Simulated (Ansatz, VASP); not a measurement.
Mg2CdTe3: VASP beside Ansatz

```
Mg Cd Te
1.0
     4.25097    0.00000    0.00000
    -2.12549    3.68145    0.00000
     0.00000    0.00000   20.66439
Mg Cd Te
4 2 6
Direct
  0.33333 0.66667 0.66533
  0.33333 0.66667 0.99866
  0.66667 0.33333 0.16533
  0.66667 0.33333 0.49866
  0.33333 0.66667 0.33200
  0.66667 0.33333 0.83200
  0.33333 0.66667 0.12467
  0.33333 0.66667 0.45800
  0.33333 0.66667 0.79134
  0.66667 0.33333 0.29134
  0.66667 0.33333 0.62467
  0.66667 0.33333 0.95800
```

Alike in both runs: task relaxation of cell and atoms; functional PBE; k mesh 6 × 6 × 1; occupations gaussian, width 0.1 eV; no spin polarisation.

|  | VASP | Ansatz |
| --- | --- | --- |
| version | VASP 6.6.1 | Ansatz 0.2.0 |
| potentials or method | VASP PAW PBE potentials, release 64 (Mg, Cd, Te), cutoff 600 eV | scalar-relativistic, plane waves, PAW |
| valence electrons in the cell | 68 | 176 |

```csv
,VASP,Ansatz,Ansatz less VASP
"gap on the k mesh at the Fermi level, each at its own relaxed structure (eV)",1.48,1.52,+0.036
relaxed volume (Å³/atom),35.09,34.78,-0.310
relaxed cell length with the largest relative difference (Å),4.633,4.619,-0.0148
```

VASP's potentials hold 68 valence electrons a cell and Ansatz's 176, so a difference there can come from the potentials and not from the codes.

Spin-orbit coupling is off throughout. Noted on VASP's run: the volume moved by over 15 % at a fixed basis, so the end points are rough.
